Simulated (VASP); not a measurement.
# ScAl3 (I4/mmm) in VASP: single point with PBE

Aim: the single point of ScAl3 with PBE.

All numbers are computed with VASP 6.6.1; they aren't measurements. Logs are shortened: lines on timing, memory, paths and dates and some standing lists are left out, and cuts for length are marked.

## 1. The cell of the first run

Symmetry: I4/mmm, No. 139, tetragonal system. Conventional cell: a = 4.026 Å, b = 4.026 Å, c = 8.846 Å, α = 90.00°, β = 90.00°, γ = 90.00°. Within 3.8 Å of Sc (site symmetry 4/mmm) lie 12 Al at 2.85 to 2.99 Å. Within 3.8 Å of Al (site symmetry -4m2) lie 8 Al at 2.85 to 2.99 Å and 4 Sc at 2.99 Å. Al (site symmetry 4/mmm) has 4 Sc at 2.85 Å and 8 Al at 2.99 Å within 3.8 Å.

## 2. Single point, PBE

INCAR

```
SYSTEM = ScAl3
  PREC = Accurate
  ENCUT = 520
  EDIFF = 1E-7
  ISMEAR = 0
  SIGMA = 0.05
  LREAL = .False.
  LASPH = .True.
  NELM = 80
  ALGO = Normal
  ISIF = 2
  LWAVE = .False.
  LCHARG = .False.
  GGA = PE
  NBANDS = 18
```

KPOINTS

```
Automatic mesh
0
Gamma
  14 14 14
  0 0 0
```

POSCAR

```
ScAl3
1.0
   -2.0127950000      2.0127950000      4.4231960000
    2.0127950000     -2.0127950000      4.4231960000
    2.0127950000      2.0127950000     -4.4231960000
Sc Al
1 3
Direct
    0.0000000000      0.0000000000      0.0000000000
    0.7500000000      0.2500000000      0.5000000000
    0.2500000000      0.7500000000      0.5000000000
    0.5000000000      0.5000000000      0.0000000000
```

Potentials or basis: VASP PAW PBE potentials, release 64 (Sc_sv, Al).

Command:

```sh
$ cat potpaw_PBE.64/Sc_sv/POTCAR potpaw_PBE.64/Al/POTCAR > POTCAR
$ mpirun -np 1 vasp_std > vasp.out
```

OUTCAR:

```text
SYSTEM = ScAl3
   PREC = Accurate
   ENCUT = 520
   EDIFF = 1E-7
   ISMEAR = 0
   LREAL = .False.
   LASPH = .True.
   NELM = 80
   ISIF = 2
   GGA = PE

 ion  position               nearest neighbor table
   1  0.000  0.000  0.000-   4 2.85   4 2.85   4 2.85   4 2.85   2 2.99   2 2.99   3 2.99   3 2.99
                             3 2.99   2 2.99   3 2.99   2 2.99
   2  0.750  0.250  0.500-   3 2.85   3 2.85   3 2.85   3 2.85   4 2.99   4 2.99   1 2.99   1 2.99
                             4 2.99   1 2.99   4 2.99   1 2.99
   3  0.250  0.750  0.500-   2 2.85   2 2.85   2 2.85   2 2.85   1 2.99   1 2.99   4 2.99   4 2.99
                             4 2.99   1 2.99   4 2.99   1 2.99
   4  0.500  0.500  0.000-   1 2.85   1 2.85   1 2.85   1 2.85   3 2.99   3 2.99   2 2.99   2 2.99
                             3 2.99   2 2.99   3 2.99   2 2.99

  LATTYP: Found a body centered tetragonal cell.
 ALAT       =     4.0255900000
 C/A-ratio  =     2.1975392427

  Lattice vectors:

 A1 = (  -2.0127950000,   2.0127950000,   4.4231960000)
 A2 = (   2.0127950000,  -2.0127950000,   4.4231960000)
 A3 = (   2.0127950000,   2.0127950000,  -4.4231960000)

Analysis of symmetry for initial positions (statically):
=====================================================================
 Subroutine PRICEL returns:
 Original cell was already a primitive cell.

 Routine SETGRP: Setting up the symmetry group for a
 body centered tetragonal supercell.

 Subroutine GETGRP returns: Found 16 space group operations
 (whereof 16 operations were pure point group operations)
 out of a pool of 16 trial point group operations.

The static configuration has the point symmetry D_4h.

Analysis of symmetry for dynamics (positions and initial velocities):
=====================================================================
 Subroutine PRICEL returns:
 Original cell was already a primitive cell.

 Routine SETGRP: Setting up the symmetry group for a
 body centered tetragonal supercell.

 Subroutine GETGRP returns: Found 16 space group operations
 (whereof 16 operations were pure point group operations)
 out of a pool of 16 trial point group operations.

The dynamic configuration has the point symmetry D_4h.

 Subroutine INISYM returns: Found 16 space group operations
 (whereof 16 operations are pure point group operations),
 and found     1 'primitive' translations

----------------------------------------------------------------------------------------

                                     Primitive cell

  volume of cell :      71.6795

  direct lattice vectors                    reciprocal lattice vectors
    -2.012795000  2.012795000  4.423196000     0.000000000  0.248410792  0.113040435
     2.012795000 -2.012795000  4.423196000     0.248410792  0.000000000  0.113040435
     2.012795000  2.012795000 -4.423196000     0.248410792  0.248410792  0.000000000

  length of vectors
     5.259976262  5.259976262  5.259976262     0.272921347  0.272921347  0.351305911

  position of ions in fractional coordinates (direct lattice)
     0.000000000  0.000000000  0.000000000
     0.750000000  0.250000000  0.500000000
     0.250000000  0.750000000  0.500000000
     0.500000000  0.500000000  0.000000000

  ion indices of the primitive-cell ions
   primitive index   ion index
                 1           1
                 2           2
                 3           3
                 4           4

----------------------------------------------------------------------------------------

 KPOINTS: Automatic mesh

Automatic generation of k-mesh.
 Grid dimensions read from file:
 generate k-points for:   14   14   14

 Generating k-lattice:

  Cartesian coordinates                     Fractional coordinates (reciprocal lattice)
     0.000000000  0.017743628  0.008074317     0.071428571  0.000000000  0.000000000
     0.017743628  0.000000000  0.008074317     0.000000000  0.071428571  0.000000000
     0.017743628  0.017743628  0.000000000     0.000000000  0.000000000  0.071428571

  Length of vectors
     0.019494382  0.019494382  0.025093279

  Shift w.r.t. Gamma in fractional coordinates (k-lattice)
     0.000000000  0.000000000  0.000000000

 Subroutine IBZKPT returns following result:
 ===========================================

 Found    244 irreducible k-points:

 Following reciprocal coordinates:
            Coordinates               Weight
  0.000000  0.000000  0.000000      1.000000
  0.071429  0.000000  0.000000      8.000000
  0.142857 -0.000000  0.000000      8.000000
  0.214286  0.000000  0.000000      8.000000
  0.285714 -0.000000  0.000000      8.000000
  0.357143 -0.000000  0.000000      8.000000
[... 16 lines left out ...]
  0.214286  0.142857  0.000000     16.000000
  0.285714  0.142857  0.000000     16.000000
 [... further k-points ...]
   k-points           NKPTS =    244   k-points in BZ     NKDIM =    244   number of bands    NBANDS=     18
   number of dos      NEDOS =    301   number of ions     NIONS =      4
   total plane-waves  NPLWV =  64000
   dimension x,y,z NGX =    40 NGY =   40 NGZ =   40
   dimension x,y,z NGXF=    80 NGYF=   80 NGZF=   80
   ions per type =               1   3
   NGX,Y,Z   is equivalent  to a cutoff of  12.64, 12.64, 12.64 a.u.
   NGXF,Y,Z  is equivalent  to a cutoff of  25.28, 25.28, 25.28 a.u.
 SYSTEM =  ScAl3
   PREC   = accura    normal or accurate (medium, high low for compatibility)
   ISTART =      0    job   : 0-new  1-cont  2-samecut
   ICHARG =      2    charge: 1-file 2-atom 10-const
   ISPIN  =      1    spin polarized calculation?
   LNONCOLLINEAR =      F non collinear calculations
   LSORBIT =      F    spin-orbit coupling
   LASPH  =      T    aspherical Exc in radial PAW
   ENCUT  =  520.0 eV  38.22 Ry    6.18 a.u.   9.78  9.78  9.78*2*pi/ulx,y,z
   NELM   =     80;   NELMIN=  2; NELMDL= -5     # of ELM steps
   EDIFF  = 0.1E-06   stopping-criterion for ELM
   LREAL  =      F    real-space projection
   EDIFFG = 0.1E-05   stopping-criterion for IOM
   NSW    =      0    number of steps for IOM
   IBRION =     -1    ionic relax: 0-MD 1-quasi-New 2-CG
   NFREE  =      0    steps in history (QN), initial steepest desc. (CG)
   ISIF   =      2    stress and relaxation
   ISYM   =      2    0-nonsym 1-usesym 2-fastsym
   POTIM  = 0.5000    time-step for ionic-motion
   TEBEG  =    0.0;   TEEND  =   0.0 temperature during run
   PSTRESS=    0.0 pullay stress
   NELECT =      20.0000    total number of electrons
   NUPDOWN=      -1.0000    fix difference up-down
   EMIN   =  10.00;   EMAX   =-10.00  energy-range for DOS
   EFERMI =   0.00;   METHOD = LEGACY
   ISMEAR =     0;   SIGMA  =   0.05  broadening in eV -4-tet -1-fermi 0-gaus
   EFERMI_NEDOS =   21; number of points for ismear=-14 and -15
   IALGO  =     38    algorithm
   IMIX   =      4    mixing-type and parameters
     AMIX     =   0.40;   BMIX     =  1.00
     AMIX_MAG =   1.60;   BMIX_MAG =  1.00
  volume/ion in A,a.u.               =      17.92       120.93
  Fermi-wavevector in a.u.,A,eV,Ry     =   1.069760  2.021554 15.570327  1.144387
  Thomas-Fermi vector in A             =   2.205449
   LORBIT       =      0    0 simple, 1 ext, 2 COOP (PROOUT), +10 PAW based schemes
   GGA     = PE    functional components
   LHFCALC =     F    Hartree Fock is set to
   AEXX    =    0.0000 exact exchange contribution
   IVDW    =     0    specifies the selected vdW correction
   LEPSILON=     F    determine dielectric tensor
   LRPA    =     F    only Hartree local field effects (RPA)
 non-spin polarized calculation
 Gauss-broadening in eV      SIGMA  =   0.05
  energy-cutoff  :      520.00
  volume of cell :       71.68
 maximum number of plane-waves:      1961
   NGX = 19   NGY = 19   NGZ = 19

 number of electron      19.9999999 magnetization

 Free energy of the ion-electron system (eV)
  ---------------------------------------------------
  ext. energy  EPLUGINS =         0.00000000
  ---------------------------------------------------
  free energy    TOTEN  =       -18.93767612 eV

  energy without entropy =      -18.93479087  energy(sigma->0) =      -18.93623349

 E-fermi :   6.4713     XC(G=0): -10.2361

 val. band max:        6.4676904789   @ k =   0.5000   0.1429   0.0714
 cond. band min:       6.4719642055   @ k =  -0.3571   0.4286   0.2857
 fundamental gap:      0.0042737267
 Fermi energy:         6.4713023724

 k-point     1 :       0.0000    0.0000    0.0000
  band No.  band energies     occupation
      1     -42.4160      2.00000
      2     -21.1096      2.00000
      3     -21.0900      2.00000
      4     -21.0900      2.00000
      5      -2.9212      2.00000
      6       3.9251      2.00000
[... 10 lines left out ...]
     17      10.9301      0.00000
     18      11.0235      0.00000

 k-point     2 :       0.0714    0.0000    0.0000
  band No.  band energies     occupation
      1     -42.4160      2.00000
      2     -21.1095      2.00000
      3     -21.0918      2.00000
      4     -21.0899      2.00000
      5      -2.8627      2.00000
      6       3.6469      2.00000
[... 10 lines left out ...]
     17      11.0092      0.00000
     18      11.1130      0.00000

 k-point     3 :       0.1429   -0.0000    0.0000
  band No.  band energies     occupation
      1     -42.4158      2.00000
      2     -21.1094      2.00000
      3     -21.0965      2.00000
      4     -21.0896      2.00000
      5      -2.6882      2.00000
      6       3.2656      2.00000
[... 10 lines left out ...]
     17      11.0140      0.00000
     18      11.4546      0.00000

 k-point     4 :       0.2143    0.0000    0.0000
  band No.  band energies     occupation
      1     -42.4154      2.00000
      2     -21.1092      2.00000
      3     -21.1034      2.00000
      4     -21.0891      2.00000
      5      -2.4005      2.00000
      6       2.7890      2.00000
[... 375 lines left out ...]
      4     -21.0956      2.00000
      5      -2.3813      2.00000
      6       2.6231      2.00000
[... 10 lines left out ...]
     17      11.2315      0.00000
     18      11.3163      0.00000

 k-point    23 :       0.2143    0.1429    0.0000
  band No.  band energies     occupation
      1     -42.4152      2.00000
      2     -21.1094      2.00000
      3     -21.1028      2.00000
      4     -21.0954      2.00000
      5      -2.0614      2.00000
      6       2.3317      2.00000
[... 10 lines left out ...]
     17      11.2289      0.00000
     18      11.7807      0.00000

 k-point    24 :       0.2857    0.1429    0.0000
  band No.  band energies     occupation
      1     -42.4148      2.00000
      2     -21.1108      2.00000
      3     -21.1085      2.00000
      4     -21.0947      2.00000
      5      -1.6381      2.00000
      6       1.8910      2.00000
[... 10 lines left out ...]
     17      11.3238      0.00000
     18      12.1570      0.00000

 [... further k-points ...]

------------------------ aborting loop because EDIFF is reached ----------------------------------------

  FORCE on cell =-STRESS in cart. coord.  units (eV):
  Direction    XX          YY          ZZ          XY          YZ          ZX
  --------------------------------------------------------------------------------------
  -------------------------------------------------------------------------------------
  Total       -0.1037016     -0.1037016     -0.2467771      0.0000000      0.0000000      0.0000000
  in kB       -2.3179323     -2.3179323     -5.5159476      0.0000000      0.0000000      0.0000000
  external PRESSURE =      -3.3839374 kB  Pullay stress =       0.0000000 kB

 VOLUME and BASIS-vectors are now :
 -----------------------------------------------------------------------------
  energy-cutoff  :      520.00
  volume of cell :       71.68
      direct lattice vectors                 reciprocal lattice vectors
    -2.012795000  2.012795000  4.423196000     0.000000000  0.248410792  0.113040435
     2.012795000 -2.012795000  4.423196000     0.248410792  0.000000000  0.113040435
     2.012795000  2.012795000 -4.423196000     0.248410792  0.248410792  0.000000000

 POSITION                                       TOTAL-FORCE (eV/Angst)
 -----------------------------------------------------------------------------------
      0.00000      0.00000      0.00000         0.000000      0.000000     -0.000000
      0.00000      2.01279      2.21160        -0.000000      0.000000      0.000000
      2.01279      0.00000      2.21160        -0.000000     -0.000000      0.000000
      0.00000      0.00000      4.42320         0.000000      0.000000     -0.000000
 -----------------------------------------------------------------------------------
    total drift:                               -0.000000     -0.000000      0.000000

  FREE ENERGIE OF THE ION-ELECTRON SYSTEM (eV)
  ---------------------------------------------------
  free  energy   TOTEN  =       -18.9376761183 eV

  energy  without entropy=      -18.9347908657  energy(sigma->0) =      -18.93623349
```

Wall time 8.1 min (1 thread of Oxide Virtual Turin-like, shared host); peak memory 0.42 GiB.

What came out:

| Quantity | Value |
| --- | --- |
| Free energy | -18.9377 eV |
| Pressure | -0.3 GPa |
| Band gap on the k mesh | zero (band 10 reaches 7.56 eV, above the bottom of band 11 at 5.44 eV) |

Stress tensor (GPa, compression positive):
```
-0.23  0.00  0.00
 0.00 -0.23  0.00
 0.00  0.00 -0.55
```

Levels at points of the mesh, in eV from the Fermi level:
| k point | band 8 | band 9 | band 10 | band 11 | band 12 | band 13 |
| --- | --- | --- | --- | --- | --- | --- |
| (0.00, 0.00, 0.00) | -1.00 | -1.00 | -0.87 | 1.43 | 1.59 | 1.59 |
| (0.50, 0.00, 0.00) | -2.79 | -0.69 | 0.36 | 1.14 | 1.84 | 2.71 |
| (0.50, 0.50, 0.00) | -3.40 | -2.41 | -1.88 | -0.49 | 2.54 | 2.74 |
| (0.50, 0.50, 0.50) | -0.97 | -0.97 | 0.23 | 1.49 | 1.49 | 1.91 |
